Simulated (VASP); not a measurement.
## SiNi (WC type): single point with PBE

The system is SiNi (WC type).

```
Ni Si
1.0
     3.29787    0.00000    0.00000
    -1.64894    2.85604    0.00000
     0.00000    0.00000    2.44664
Ni Si
1 1
Direct
  0.00000 0.00000 0.00000
  0.33333 0.66667 0.50000
```

- Program: VASP 6.6.1
- Task: single point
- Functional: PBE
- Potentials or basis: VASP PAW PBE potentials, release 64 (Ni, Si)
- Cutoff: 520 eV
- k mesh: 14 × 14 × 13
- Occupations: fermi-dirac, width 0.1 eV
- Spin: no spin polarisation
- Dipole correction: no
- Further INCAR settings: ALGO = Normal; EDIFF = 1e-06; NBANDS = 14

```yaml
Pressure: 25.6 GPa
Band_gap_on_the_k_mesh: zero (bands 7 and 8 overlap by 5.64 eV)
```

Stress tensor (GPa, compression positive):
```
25.46  0.00  0.00
 0.00 25.46  0.00
 0.00  0.00 25.84
```

Levels at points of the mesh, in eV from the Fermi level:
```tsv
k point	band 5	band 6	band 7	band 8	band 9	band 10
(0.00, 0.00, 0.00)	-1.97	-1.97	3.30	3.30	5.59	6.85
(0.50, 0.00, 0.00)	-2.26	-2.22	-2.04	-0.66	5.09	11.83
```

Run time: 26 s on 1 thread of Intel(R) Xeon(R) Platinum 8488C (Sapphire Rapids), with other jobs on the host, peak memory 0.18 GiB.

Caveat: the cell stands under pressure. Spin polarisation is off, so any magnetic state and its effect on volume and gap are missing.
